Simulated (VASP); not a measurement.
Here is a VASP 6.6.1 calculation.

The input POSCAR:

```
HgTe
1.0
    0.0000000000      3.2933302498      3.2933302498
    3.2933302498      0.0000000000      3.2933302498
    3.2933302498      3.2933302498      0.0000000000
Hg Te
1 1
Direct
    0.0000000000      0.0000000000      0.0000000000
    0.2500000000      0.2500000000      0.2500000000
```

INCAR.step1

```
SYSTEM = HgTe
PREC = Accurate
ENCUT = 520
EDIFF = 1E-5
ISMEAR = -1
SIGMA = 0.02
LREAL = .FALSE.
LASPH = .TRUE.
NELM = 60
ALGO = Normal
ISIF = 2
LWAVE = .TRUE.
GGA = PE
NBANDS = 16
```

File INCAR.step2:

```
SYSTEM = HgTe
PREC = Accurate
ENCUT = 520
EDIFF = 1E-6
ISMEAR = -1
SIGMA = 0.02
LREAL = .FALSE.
LASPH = .TRUE.
NELM = 60
ALGO = Normal
ISIF = 2
LWAVE = .FALSE.
LCHARG = .TRUE.
GGA = PE
LHFCALC = .TRUE.
HFSCREEN = 0.2079
PRECFOCK = Normal
LELF = .TRUE.
LVHAR = .TRUE.
ISTART = 1
NBANDS = 16
```

The input KPOINTS:

```
Automatic mesh
0
G
  4 4 4
  0 0 0
```

Potentials or basis: VASP PAW PBE potentials, release 64 (Hg, Te).

Run with:

```sh
$ cat potpaw_PBE.64/Hg/POTCAR potpaw_PBE.64/Te/POTCAR > POTCAR
$ cp INCAR.step1 INCAR
$ mpirun -np 1 vasp_std > vasp.out
$ cp INCAR.step2 INCAR
$ mpirun -np 1 vasp_std > vasp.out
```

Problem. Estimate the pressure.

Solution. -0.1 GPa.

Problem. Estimate the band gap on the k mesh.

Solution. Zero (filled and empty bands touch).

Caveat: the k points lie up to 0.41 Å⁻¹ apart; the PAW data sets were made with another functional, which shifts forces and pressure a little; spin-orbit coupling is left out, which moves the levels of the heavy elements.
